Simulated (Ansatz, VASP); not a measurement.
# Two plane-wave programs on Na3TeH

```xyz
5
Lattice="4.7608 0.0000 0.0000 0.0000 4.7608 0.0000 0.0000 0.0000 4.7608" Properties=species:S:1:pos:R:3 pbc="T T T"
Na    2.3804    0.0000    2.3804
Na    0.0000    2.3804    2.3804
Na    2.3804    2.3804    0.0000
Te    0.0000    0.0000    0.0000
H     2.3804    2.3804    2.3804
```

Alike in both runs: functional PBE; k mesh 6 × 6 × 6; occupations gaussian, width 0.02 eV; no spin polarisation.

Ansatz relaxed the structure, and its values are those at the end. VASP's run is a single point on that final structure, the one shown.

```csv
,VASP,Ansatz
version,VASP 6.6.1,Ansatz 0.2.0
potentials or method,"VASP PAW PBE potentials, release 64 (Na_pv, Te, H), cutoff 520 eV","scalar-relativistic, plane waves, PAW"
valence electrons in the cell,28,44
```

VASP gave:

* gap on the k mesh at the Fermi level (eV): 2.62
* least direct gap on the mesh (eV): 2.81
* pressure (GPa): 0.0

Q: Which values does Ansatz return?

A: gap on the k mesh at the Fermi level (eV): 2.63; least direct gap on the mesh (eV): 2.81; pressure (GPa): 0.0.

VASP's potentials hold 28 valence electrons a cell and Ansatz's 44, so a difference there can come from the potentials and not from the codes.

Neither program's run includes spin-orbit coupling.
